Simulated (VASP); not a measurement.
A run of VASP 6.6.1:

POSCAR

```
HfO2
1.0
    0.0000000000     -2.5291609895     -2.5291609895
    0.0000000000      2.5291609895     -2.5291609895
    5.0583219790      0.0000000000      0.0000000000
Hf O
2 4
Direct
    0.5000000000      0.5000000000      0.5000000000
    0.0000000000      1.0000000000      0.0000000000
    0.0000000000      0.5000000000      0.7500000000
    0.5000000000      0.0000000000      0.2500000000
    0.0000000000      0.5000000000      0.2500000000
    0.5000000000      0.0000000000      0.7500000000
```

Contents of INCAR.step1:

```
  ALGO = Normal
  EDIFF = 1E-4
  ENCUT = 520
  GGA = PE
  ISMEAR = 0
  LASPH = True
  LCHARG = False
  LREAL = False
  LWAVE = True
  NBANDS = 31
  NELM = 60
  PREC = Accurate
  SIGMA = 0.05
```

The input INCAR.step2:

```
  ALGO = Normal
  EDIFF = 1E-6
  ENCUT = 520
  ISIF = 2
  ISMEAR = 0
  ISTART = 1
  LASPH = True
  LCHARG = True
  LELF = True
  LMIXTAU = True
  LREAL = False
  LVHAR = True
  LWAVE = False
  METAGGA = R2SCAN
  NBANDS = 31
  NELM = 60
  PREC = Accurate
  SIGMA = 0.05
```

File KPOINTS:

```
k-points
0
Gamma
  6 6 4
```

Potentials or basis: VASP PAW PBE potentials, release 64 (Hf_pv, O).

The run is started by

```bash
$ cat potpaw_PBE.64/Hf_pv/POTCAR potpaw_PBE.64/O/POTCAR > POTCAR
$ cp INCAR.step1 INCAR
$ mpirun -np 1 vasp_std > vasp.out
$ cp INCAR.step2 INCAR
$ mpirun -np 1 vasp_std > vasp.out
```

Hardware: 1 thread of AMD EPYC 7R13 Processor (Zen 3) (shared host).

Question: Estimate the wall time of this run.

Answer: It took 4.3 min on 1 thread of AMD EPYC 7R13 Processor (Zen 3) (shared host), peak memory 0.18 GiB. Counts: k points 30.
